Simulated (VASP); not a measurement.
# W (Im-3m) in VASP: notebook, part 2 of 2

VASP 6.6.1. Earlier steps stand in the parts before.

## 4. Single point, PBE

This run uses another cell than the first one, of 16.14 Å³/atom, 1.048 times its volume.

Input file INCAR:

```
ALGO = Normal ; EDIFF = 1E-6
ENCUT = 520 ; GGA = PE
ISIF = 2 ; ISMEAR = -1
LASPH = T ; LCHARG = T
LELF = T ; LREAL = F
LVHAR = T ; LWAVE = F
NBANDS = 13 ; NELM = 80
PREC = Accurate ; SIGMA = 0.1
```

Input file KPOINTS:

```
k-points
0
Gamma
  12 12 12
```

Input file POSCAR:

```
W
1.0
   -1.5919688337      1.5919688337      1.5919688337
    1.5919688337     -1.5919688337      1.5919688337
    1.5919688337      1.5919688337     -1.5919688337
W
1
Direct
    0.0000000000      0.0000000000      0.0000000000
```

Potentials or basis: VASP PAW PBE potentials, release 64 (W_sv).

Run with:

```bash
$ cat potpaw_PBE.64/W_sv/POTCAR > POTCAR
$ mpirun -np 1 vasp_std > vasp.out
```

OUTCAR:

```text
EDIFF = 1E-6
   ENCUT = 520
   GGA = PE
   ISIF = 2
   ISMEAR = -1
   LASPH = T
   LREAL = F
   NELM = 80
   PREC = Accurate

 ion  position               nearest neighbor table
   1  0.000  0.000  0.000-

  LATTYP: Found a body centered cubic cell.
 ALAT       =     3.1839376674

  Lattice vectors:

 A1 = (  -1.5919688337,   1.5919688337,   1.5919688337)
 A2 = (   1.5919688337,  -1.5919688337,   1.5919688337)
 A3 = (   1.5919688337,   1.5919688337,  -1.5919688337)

Analysis of symmetry for initial positions (statically):
=====================================================================
 Subroutine PRICEL returns:
 Original cell was already a primitive cell.

 Routine SETGRP: Setting up the symmetry group for a
 body centered cubic supercell.

 Subroutine GETGRP returns: Found 48 space group operations
 (whereof 48 operations were pure point group operations)
 out of a pool of 48 trial point group operations.

The static configuration has the point symmetry O_h .

Analysis of symmetry for dynamics (positions and initial velocities):
=====================================================================
 Subroutine PRICEL returns:
 Original cell was already a primitive cell.

 Routine SETGRP: Setting up the symmetry group for a
 body centered cubic supercell.

 Subroutine GETGRP returns: Found 48 space group operations
 (whereof 48 operations were pure point group operations)
 out of a pool of 48 trial point group operations.

The dynamic configuration has the point symmetry O_h .

 Subroutine INISYM returns: Found 48 space group operations
 (whereof 48 operations are pure point group operations),
 and found     1 'primitive' translations

[... 109 lines left out ...]
   IALGO  =     38    algorithm
   IMIX   =      4    mixing-type and parameters
     AMIX     =   0.40;   BMIX     =  1.00
     AMIX_MAG =   1.60;   BMIX_MAG =  1.00
  volume/ion in A,a.u.               =      16.14       108.91
  Fermi-wavevector in a.u.,A,eV,Ry     =   1.561336  2.950497 33.167862  2.437769
  Thomas-Fermi vector in A             =   2.664416
   LORBIT       =      0    0 simple, 1 ext, 2 COOP (PROOUT), +10 PAW based schemes
   GGA     = PE    functional components
   LHFCALC =     F    Hartree Fock is set to
   AEXX    =    0.0000 exact exchange contribution
   IVDW    =     0    specifies the selected vdW correction
   LEPSILON=     F    determine dielectric tensor
   LRPA    =     F    only Hartree local field effects (RPA)
 non-spin polarized calculation
  energy-cutoff  :      520.00
  volume of cell :       16.14
 maximum number of plane-waves:       466
 NGX is ok and might be reduce to    24
   NGX = 11   NGY = 11   NGZ = 11

 number of electron      14.0000002 magnetization

 Free energy of the ion-electron system (eV)
  ---------------------------------------------------
  ext. energy  EPLUGINS =         0.00000000
  ---------------------------------------------------
  free energy    TOTEN  =       -12.96345311 eV

  energy without entropy =      -12.94750418  energy(sigma->0) =      -12.95547864

 E-fermi :  11.1009     XC(G=0): -13.5396

 val. band max:       11.0700244265   @ k =  -0.2500   0.3333   0.1667
 cond. band min:      11.1167425802   @ k =  -0.1667   0.1667   0.0833
 fundamental gap:      0.0467181536
 Fermi energy:        11.1009342066

 k-point     1 :       0.0000    0.0000    0.0000
  band No.  band energies     occupation
      1     -63.0226      2.00000
      2     -26.6101      2.00000
      3     -26.6101      2.00000
      4     -26.6101      2.00000
      5       1.6482      2.00000
      6       9.9865      1.99997
      7       9.9865      1.99997
      8       9.9865      1.99997
      9      13.4045      0.00000
     10      13.4045      0.00000
     11      25.6616      0.00000
     12      25.6616      0.00000
     13      25.6616      0.00000
[... 354 lines left out ...]
  band No.  band energies     occupation
      1     -62.8966      2.00000
      2     -27.7433      2.00000
      3     -27.0612      2.00000
      4     -26.6976      2.00000
      5       5.6748      2.00000
      6       7.6588      2.00000
      7      10.8727      1.81477
      8      13.5302      0.00000
      9      14.2839      0.00000
     10      18.4347      0.00000
     11      20.8699      0.00000
     12      23.3199      0.00000
     13      26.9447      0.00000

 [... further k-points ...]
[... 5 lines left out ...]
  --------------------------------------------------------------------------------------
  -------------------------------------------------------------------------------------
  Total        0.0525931      0.0525931      0.0525931      0.0000000      0.0000000      0.0000000
  in kB        5.2212623      5.2212623      5.2212623      0.0000000      0.0000000      0.0000000
  external PRESSURE =       5.2212623 kB  Pullay stress =       0.0000000 kB

 VOLUME and BASIS-vectors are now :
 -----------------------------------------------------------------------------
  energy-cutoff  :      520.00
  volume of cell :       16.14
      direct lattice vectors                 reciprocal lattice vectors
    -1.591968834  1.591968834  1.591968834     0.000000000  0.314076500  0.314076500
     1.591968834 -1.591968834  1.591968834     0.314076500  0.000000000  0.314076500
     1.591968834  1.591968834 -1.591968834     0.314076500  0.314076500  0.000000000

 POSITION                                       TOTAL-FORCE (eV/Angst)
 -----------------------------------------------------------------------------------
      0.00000      0.00000      0.00000         0.000000      0.000000     -0.000000
 -----------------------------------------------------------------------------------
    total drift:                                0.000000      0.000000     -0.000000

  FREE ENERGIE OF THE ION-ELECTRON SYSTEM (eV)
  ---------------------------------------------------
  free  energy   TOTEN  =       -12.9634531104 eV

  energy  without entropy=      -12.9475041789  energy(sigma->0) =      -12.95547864
```

stdout:

```text
POSCAR found type information on POSCAR W
 POSCAR found :  1 types and       1 ions
 scaLAPACK will be used
 LDA part: xc-table for (Slater+PW92), standard interpolation
 POSCAR, INCAR and KPOINTS ok, starting setup
 FFT: planning ... GRIDC
 FFT: planning ... GRID_SOFT
 FFT: planning ... GRID
 WAVECAR not read
 entering main loop
```

Wall time 19 s (1 thread of Intel Xeon Platinum 8375C at 2.90GHz (Ice Lake), shared host); peak memory 0.15 GiB.

Results:

```
Free energy            : -12.9635 eV
Pressure               : 0.5 GPa
Band gap on the k mesh : zero (band 7 reaches 16.22 eV, above the bottom of band 8 at 9.99 eV)
```

Caveat: spin-orbit coupling is left out, which moves the levels of the heavy elements.

## 5. Single point, r2SCAN+rVV10

This run uses another cell than the first one, of 15.80 Å³/atom, 1.026 times its volume.

Input file POSCAR:

```
W
1.0
   -1.5807679695      1.5807679695      1.5807679695
    1.5807679695     -1.5807679695      1.5807679695
    1.5807679695      1.5807679695     -1.5807679695
W
1
Direct
    0.0000000000      0.0000000000      0.0000000000
```

Input file INCAR.step1:

```
PREC     = Accurate       # precision mode
ENCUT    = 520            # plane-wave cutoff, eV
ISMEAR   = -1             # smearing method
SIGMA    = 0.1            # smearing width, eV
LREAL    = False          # projectors in reciprocal space
LASPH    = True           # aspherical terms in the spheres
NELM     = 80             # most SCF steps
NBANDS   = 13             # bands
GGA      = PE             # functional
ALGO     = Normal         # electronic algorithm
EDIFF    = 1E-4           # SCF threshold, eV
LWAVE    = True           # write WAVECAR
LCHARG   = False          # write CHGCAR
```

Input file INCAR.step2:

```
PREC     = Accurate       # precision mode
ENCUT    = 520            # plane-wave cutoff, eV
EDIFF    = 1E-6           # SCF threshold, eV
ISMEAR   = -1             # smearing method
SIGMA    = 0.1            # smearing width, eV
LREAL    = False          # projectors in reciprocal space
LASPH    = True           # aspherical terms in the spheres
NELM     = 80             # most SCF steps
ALGO     = Normal         # electronic algorithm
ISIF     = 2              # what is computed and relaxed
LWAVE    = False          # write WAVECAR
LCHARG   = False          # write CHGCAR
METAGGA  = R2SCAN         # meta-GGA
LMIXTAU  = True         
LUSE_VDW = True         
IVDW_NL  = 2            
BPARAM   = 11.95        
CPARAM   = 0.0093       
NBANDS   = 13             # bands
ISTART   = 1
```

Input file KPOINTS:

```
Automatic mesh
0
Gamma
  12 12 12
```

Run with:

```bash
$ cat potpaw_PBE.64/W_sv/POTCAR > POTCAR
$ cp INCAR.step1 INCAR
$ mpirun -np 1 vasp_std > vasp.out
$ cp INCAR.step2 INCAR
$ mpirun -np 1 vasp_std > vasp.out
```

Run time: 84 s. Hardware: 1 thread of Intel Xeon Platinum 8375C at 2.90GHz (Ice Lake), shared host; peak memory 0.18 GiB.

The run converged. Its results:

```yaml
Free_energy: -51.1485 eV
Pressure: 2.0 GPa
Band_gap_on_the_k_mesh: zero (band 7 reaches 16.70 eV, above the bottom of band 8 at 10.04 eV)
```

Levels at points of the mesh, in eV from the Fermi level:
| k point | band 4 | band 5 | band 6 | band 7 | band 8 | band 9 | band 10 | band 11 |
| --- | --- | --- | --- | --- | --- | --- | --- | --- |
| (0.00, 0.00, 0.00) | -38.84 | -10.05 | -1.17 | -1.17 | -1.17 | 2.69 | 2.69 | 15.37 |
| (0.50, 0.00, 0.00) | -38.85 | -6.48 | -3.65 | 0.64 | 2.53 | 3.58 | 6.49 | 11.83 |
| (0.50, 0.50, 0.50) | -39.80 | -5.94 | -5.94 | 5.48 | 5.48 | 5.48 | 8.67 | 8.67 |

Caveat: the PAW data sets were made with another functional, which shifts forces and pressure a little; spin-orbit coupling is left out, which moves the levels of the heavy elements.

## 6. Relaxation of cell and atoms, PBEsol

This run uses another cell than the first one, of 15.85 Å³/atom, 1.029 times its volume.

Input file INCAR:

```
ALGO = Normal
EDIFF = 1E-6
EDIFFG = -0.03
ENCUT = 600
GGA = PS
IBRION = 2
ISIF = 3
ISMEAR = -1
LASPH = True
LCHARG = False
LREAL = False
LWAVE = False
NELM = 80
NSW = 80
PREC = Accurate
SIGMA = 0.1
```

Input file KPOINTS:

```
k-points
0
Gamma
  12 12 12
```

Input file POSCAR:

```
W
1.0
   -1.5823400000      1.5823400000      1.5823400000
    1.5823400000     -1.5823400000      1.5823400000
    1.5823400000      1.5823400000     -1.5823400000
W
1
Direct
    0.0000000000      0.0000000000      0.0000000000
```

Potentials or basis: VASP PAW PBE potentials, release 64 (W_sv).

Run with:

```bash
$ cat potpaw_PBE.64/W_sv/POTCAR > POTCAR
$ mpirun -np 1 vasp_std > vasp.out
```

Run time: 38 s. Hardware: 1 thread of Intel Xeon Platinum 8375C at 2.90GHz (Ice Lake), shared host; peak memory 0.15 GiB.

Results (log left out):

* Free energy: -13.8137 eV
* Relaxed volume: 15.73 Å³/atom
* Relaxed cell: a = 2.734 Å, b = 2.734 Å, c = 2.734 Å, α = 109.47°, β = 109.47°, γ = 109.47°
* Space group after relaxing (to 0.05 Å): Im-3m (No. 229)
* Energy gained by relaxing: 0.9 meV/atom
* Ionic steps: 3
* Pressure after relaxing: 0.0 GPa
* Band gap on the k mesh: zero (band 7 reaches 16.63 eV, above the bottom of band 8 at 10.14 eV)

The path:
| step | energy change (eV) | largest force (eV/Å) | pressure (GPa) | volume (Å³) |
| --- | --- | --- | --- | --- |
| 1 | 0.0000 | 0.0000 | -2.44 | 15.85 |
| 2 | 0.0112 | 0.0000 | 9.37 | 15.30 |
| 3 | -0.0009 | 0.0000 | 0.00 | 15.73 |

Final structure:
```cif
data_structure
_symmetry_space_group_name_H-M 'P 1'
_symmetry_Int_Tables_number 1
_cell_length_a 2.7337
_cell_length_b 2.7337
_cell_length_c 2.7337
_cell_angle_alpha 109.471
_cell_angle_beta 109.471
_cell_angle_gamma 109.471
_cell_volume 15.73
loop_
_atom_site_label
_atom_site_type_symbol
_atom_site_fract_x
_atom_site_fract_y
_atom_site_fract_z
_atom_site_occupancy
W1 W 0.00000 0.00000 0.00000 1
```

Levels at points of the mesh, in eV from the Fermi level:
| k point | band 4 | band 5 | band 6 | band 7 | band 8 | band 9 | band 10 | band 11 |
| --- | --- | --- | --- | --- | --- | --- | --- | --- |
| (0.00, 0.00, 0.00) | -37.61 | -9.63 | -1.18 | -1.18 | -1.18 | 2.33 | 2.33 | 14.63 |
| (0.50, 0.00, 0.00) | -37.62 | -6.27 | -3.54 | 0.79 | 2.23 | 3.22 | 6.31 | 11.59 |
| (0.50, 0.50, 0.50) | -38.54 | -5.85 | -5.85 | 5.31 | 5.31 | 5.31 | 8.39 | 8.39 |

Caveat: the PAW data sets were made with another functional, which shifts forces and pressure a little; spin-orbit coupling is left out, which moves the levels of the heavy elements.

## 7. The runs side by side

```tsv
task	level	potentials or basis	cell	cutoff (eV)	gap on the mesh (eV)	pressure (GPa)
single point	LDA	VASP PAW LDA potentials, release 64 (W_sv)	a = 2.715 Å, angles 109.5°, 1 atom	520	none	1.9
single point	PBEsol	VASP PAW PBE potentials, release 64 (W_sv)	a = 2.732 Å, angles 109.5°, 1 atom	520	none	0.7
single point	PBE	VASP PAW PBE potentials, release 64 (W_sv)	a = 2.757 Å, angles 109.5°, 1 atom	520	none	0.5
single point	r2SCAN+rVV10	VASP PAW PBE potentials, release 64 (W_sv)	a = 2.738 Å, angles 109.5°, 1 atom	520	none	2.0
relaxation of cell and atoms	PBEsol	VASP PAW PBE potentials, release 64 (W_sv)	relaxed from a = 2.741 Å, angles 109.5°, 1 atom	600	none	0.0
```

Alike in all rows: no spin polarisation; k mesh 12 × 12 × 12; smearing fermi-dirac 0.1 eV.

Caveats: spin-orbit coupling is left out, which moves the levels of the heavy elements; the PAW data sets were made with another functional, which shifts forces and pressure a little (some runs).

Absolute energies hang on the potentials; compare differences alone.
